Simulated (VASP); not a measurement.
# SnO2 (Fm-3m) in VASP: a series of runs, part 2 of 2

VASP 6.6.1. The steps go on from the part before.

### Step 3. Single point, PBE

File INCAR:

```
SYSTEM = SnO2
PREC = Accurate
ENCUT = 520
EDIFF = 1E-6
ISMEAR = 0
SIGMA = 0.01
LREAL = .FALSE.
LASPH = .TRUE.
NELM = 60
ALGO = Normal
ISIF = 2
LWAVE = .FALSE.
LCHARG = .TRUE.
GGA = PE
LELF = .TRUE.
LVHAR = .TRUE.
NBANDS = 20
```

File KPOINTS:

```
regular mesh
0
G
  6 6 6
  0 0 0
```

File POSCAR:

```
SnO2
1.0
    0.0000000000      2.5334667554      2.5334667554
    2.5334667554      0.0000000000      2.5334667554
    2.5334667554      2.5334667554      0.0000000000
Sn O
1 2
Direct
    0.0000000000      0.0000000000      0.0000000000
    0.2500000000      0.2500000000      0.2500000000
    0.7500000000      0.7500000000      0.7500000000
```

Potentials or basis: VASP PAW PBE potentials, release 64 (Sn_d, O).

Launch:

```sh
$ cat potpaw_PBE.64/Sn_d/POTCAR potpaw_PBE.64/O/POTCAR > POTCAR
$ mpirun -np 1 vasp_std > vasp.out
```

OUTCAR:

```text
SYSTEM = SnO2
   PREC = Accurate
   ENCUT = 520
   EDIFF = 1E-6
   ISMEAR = 0
   LREAL = .FALSE.
   LASPH = .TRUE.
   NELM = 60
   ISIF = 2
   GGA = PE

 ion  position               nearest neighbor table
   1  0.000  0.000  0.000-   3 2.19   3 2.19   3 2.19   2 2.19   3 2.19   2 2.19   2 2.19   2 2.19

   2  0.250  0.250  0.250-   1 2.19   1 2.19   1 2.19   1 2.19
   3  0.750  0.750  0.750-   1 2.19   1 2.19   1 2.19   1 2.19

  LATTYP: Found a face centered cubic cell.
 ALAT       =     5.0669335108

  Lattice vectors:

 A1 = (   0.0000000000,   2.5334667554,   2.5334667554)
 A2 = (   2.5334667554,   0.0000000000,   2.5334667554)
 A3 = (   2.5334667554,   2.5334667554,   0.0000000000)

Analysis of symmetry for initial positions (statically):
=====================================================================
 Subroutine PRICEL returns:
 Original cell was already a primitive cell.

 Routine SETGRP: Setting up the symmetry group for a
 face centered cubic supercell.

 Subroutine GETGRP returns: Found 48 space group operations
 (whereof 48 operations were pure point group operations)
 out of a pool of 48 trial point group operations.

The static configuration has the point symmetry O_h .

Analysis of symmetry for dynamics (positions and initial velocities):
=====================================================================
 Subroutine PRICEL returns:
 Original cell was already a primitive cell.

 Routine SETGRP: Setting up the symmetry group for a
 face centered cubic supercell.

 Subroutine GETGRP returns: Found 48 space group operations
 (whereof 48 operations were pure point group operations)
 out of a pool of 48 trial point group operations.

The dynamic configuration has the point symmetry O_h .

 Subroutine INISYM returns: Found 48 space group operations
 (whereof 48 operations are pure point group operations),
[... 103 lines left out ...]
   EFERMI =   0.00;   METHOD = LEGACY
   ISMEAR =     0;   SIGMA  =   0.01  broadening in eV -4-tet -1-fermi 0-gaus
   EFERMI_NEDOS =   21; number of points for ismear=-14 and -15
   IALGO  =     38    algorithm
   IMIX   =      4    mixing-type and parameters
     AMIX     =   0.40;   BMIX     =  1.00
     AMIX_MAG =   1.60;   BMIX_MAG =  1.00
  volume/ion in A,a.u.               =      10.84        73.16
  Fermi-wavevector in a.u.,A,eV,Ry     =   1.519407  2.871263 31.410370  2.308597
  Thomas-Fermi vector in A             =   2.628397
   LORBIT       =      0    0 simple, 1 ext, 2 COOP (PROOUT), +10 PAW based schemes
   GGA     = PE    functional components
   LHFCALC =     F    Hartree Fock is set to
   AEXX    =    0.0000 exact exchange contribution
   IVDW    =     0    specifies the selected vdW correction
   LEPSILON=     F    determine dielectric tensor
   LRPA    =     F    only Hartree local field effects (RPA)
 non-spin polarized calculation
 Gauss-broadening in eV      SIGMA  =   0.01
  energy-cutoff  :      520.00
  volume of cell :       32.52
 maximum number of plane-waves:       899
 NGX is ok and might be reduce to    28
   NGX = 13   NGY = 13   NGZ = 13

 number of electron      25.9999988 magnetization

 Free energy of the ion-electron system (eV)
  ---------------------------------------------------
  ext. energy  EPLUGINS =         0.00000000
  ---------------------------------------------------
  free energy    TOTEN  =       -17.86580871 eV

  energy without entropy =      -17.86580871  energy(sigma->0) =      -17.86580871

 E-fermi :   8.0762     XC(G=0): -11.9232

 val. band max:        8.0200256214   @ k =  -0.3333   0.5000   0.1667
 cond. band min:       8.3179479141   @ k =   0.0000   0.0000   0.0000
 fundamental gap:      0.2979222927
 Fermi energy:         8.0761782394

 k-point     1 :       0.0000    0.0000    0.0000
  band No.  band energies     occupation
      1     -12.5282      2.00000
      2     -12.5282      2.00000
      3     -12.5282      2.00000
      4     -12.3703      2.00000
      5     -12.3703      2.00000
      6     -11.6953      2.00000
[... 357 lines left out ...]
     19      25.3694      0.00000
     20      26.1610      0.00000

------------------------ aborting loop because EDIFF is reached ----------------------------------------

  FORCE on cell =-STRESS in cart. coord.  units (eV):
  Direction    XX          YY          ZZ          XY          YZ          ZX
  --------------------------------------------------------------------------------------
  -------------------------------------------------------------------------------------
  Total        2.0223901      2.0223901      2.0223901      0.0000000     -0.0000000      0.0000000
  in kB       99.6322407     99.6322407     99.6322407      0.0000000     -0.0000000      0.0000000
  external PRESSURE =      99.6322407 kB  Pullay stress =       0.0000000 kB

 VOLUME and BASIS-vectors are now :
 -----------------------------------------------------------------------------
  energy-cutoff  :      520.00
  volume of cell :       32.52
      direct lattice vectors                 reciprocal lattice vectors
     0.000000000  2.533466755  2.533466755    -0.197358027  0.197358027  0.197358027
     2.533466755  0.000000000  2.533466755     0.197358027 -0.197358027  0.197358027
     2.533466755  2.533466755  0.000000000     0.197358027  0.197358027 -0.197358027

 POSITION                                       TOTAL-FORCE (eV/Angst)
 -----------------------------------------------------------------------------------
      0.00000      0.00000      0.00000        -0.000000     -0.000000     -0.000000
      1.26673      1.26673      1.26673         0.000000      0.000000     -0.000000
      3.80020      3.80020      3.80020         0.000000      0.000000      0.000000
 -----------------------------------------------------------------------------------
    total drift:                               -0.000000     -0.000000      0.000000

  FREE ENERGIE OF THE ION-ELECTRON SYSTEM (eV)
  ---------------------------------------------------
  free  energy   TOTEN  =       -17.8658087115 eV

  energy  without entropy=      -17.8658087115  energy(sigma->0) =      -17.86580871
```

OSZICAR:

```text
N       E                     dE             d eps       ncg     rms          rms(c)
DAV:   1     0.236485156974E+03    0.23649E+03   -0.13499E+04   708   0.203E+03
DAV:   2     0.413121267494E+01   -0.23235E+03   -0.21870E+03   696   0.498E+02
DAV:   3    -0.203672085051E+02   -0.24498E+02   -0.24197E+02   728   0.134E+02
DAV:   4    -0.210563708566E+02   -0.68916E+00   -0.68850E+00   704   0.230E+01
DAV:   5    -0.210723400152E+02   -0.15969E-01   -0.15967E-01   820   0.373E+00    0.110E+01
DAV:   6    -0.178548778155E+02    0.32175E+01   -0.11075E+01   960   0.567E+01    0.392E+00
DAV:   7    -0.178803811081E+02   -0.25503E-01   -0.67603E-01   660   0.589E+00    0.196E+00
DAV:   8    -0.178671314258E+02    0.13250E-01   -0.63931E-02   704   0.256E+00    0.363E-01
DAV:   9    -0.178652888311E+02    0.18426E-02   -0.10738E-02   940   0.162E+00    0.828E-02
DAV:  10    -0.178658033998E+02   -0.51457E-03   -0.13010E-03   688   0.354E-01    0.197E-02
DAV:  11    -0.178658077034E+02   -0.43036E-05   -0.37945E-05   868   0.863E-02    0.134E-02
DAV:  12    -0.178658087492E+02   -0.10458E-05   -0.59464E-06   688   0.195E-02    0.323E-03
DAV:  13    -0.178658087115E+02    0.37734E-07   -0.77319E-07   588   0.112E-02
   1 F= -.17865809E+02 E0= -.17865809E+02  d E =-.634368E-17
```

Wall time 6 s (1 thread of Intel Xeon 6975P-C (Granite Rapids), shared host); peak memory 0.15 GiB.

What came out:

```yaml
Free_energy: -17.8658 eV
Pressure: 10.0 GPa
Band_gap_on_the_k_mesh: 0.30 eV, indirect (least direct gap 1.68 eV)
```

Levels at points of the mesh, in eV from the valence-band top:
| k point | band 11 | band 12 | band 13 | band 14 | band 15 | band 16 |
| --- | --- | --- | --- | --- | --- | --- |
| (0.00, 0.00, 0.00) | -1.38 | -1.38 | -1.38 | 0.30 | 7.15 | 7.15 |
| (0.50, 0.00, 0.00) | -3.41 | -2.12 | -2.12 | 4.93 | 8.07 | 10.48 |
| (0.50, 0.50, 0.00) | -0.18 | -0.18 | -0.10 | 3.32 | 7.28 | 9.97 |

Caveat: spin-orbit coupling is left out, which moves the levels of the heavy elements. A k mesh can miss the band edges.

### Step 4. Single point, LDA

This run uses another cell than the first one, of 10.67 Å³/atom, 0.984 times its volume.

File INCAR:

```
PREC = Accurate
ENCUT = 520
EDIFF = 1E-6
ISMEAR = -1
SIGMA = 0.02
LREAL = F
LASPH = T
NELM = 80
ALGO = Normal
ISIF = 2
LWAVE = F
LCHARG = T
LELF = T
LVHAR = T
NBANDS = 20
```

File KPOINTS:

```
Automatic mesh
0
Gamma
  8 8 8
```

File POSCAR:

```
SnO2
1.0
    0.0000000000      2.5199272134      2.5199272134
    2.5199272134      0.0000000000      2.5199272134
    2.5199272134      2.5199272134      0.0000000000
Sn O
1 2
Direct
    0.0000000000      0.0000000000      0.0000000000
    0.2500000000      0.2500000000      0.2500000000
    0.7500000000      0.7500000000      0.7500000000
```

Potentials or basis: VASP PAW LDA potentials, release 64 (Sn_d, O).

Launch:

```sh
$ cat potpaw_LDA.64/Sn_d/POTCAR potpaw_LDA.64/O/POTCAR > POTCAR
$ mpirun -np 1 vasp_std > vasp.out
```

It took 8.1 s on 1 thread of Intel Xeon 6975P-C (Granite Rapids), shared host; peak memory 0.14 GiB.

Results (log left out):

| Property | Result |
| --- | --- |
| Free energy | -20.5086 eV |
| Pressure | 0.9 GPa |
| Band gap on the k mesh | 0.37 eV, indirect (least direct gap 1.84 eV) |

Levels at points of the mesh, in eV from the valence-band top:
| k point | band 11 | band 12 | band 13 | band 14 | band 15 | band 16 |
| --- | --- | --- | --- | --- | --- | --- |
| (0.00, 0.00, 0.00) | -1.46 | -1.46 | -1.46 | 0.37 | 6.90 | 6.90 |
| (0.50, 0.00, 0.00) | -3.56 | -2.20 | -2.20 | 4.93 | 7.87 | 10.35 |
| (0.50, 0.50, 0.00) | -0.21 | -0.21 | -0.14 | 3.15 | 7.25 | 9.70 |

Caveat: spin-orbit coupling is left out, which moves the levels of the heavy elements. A k mesh can miss the band edges.
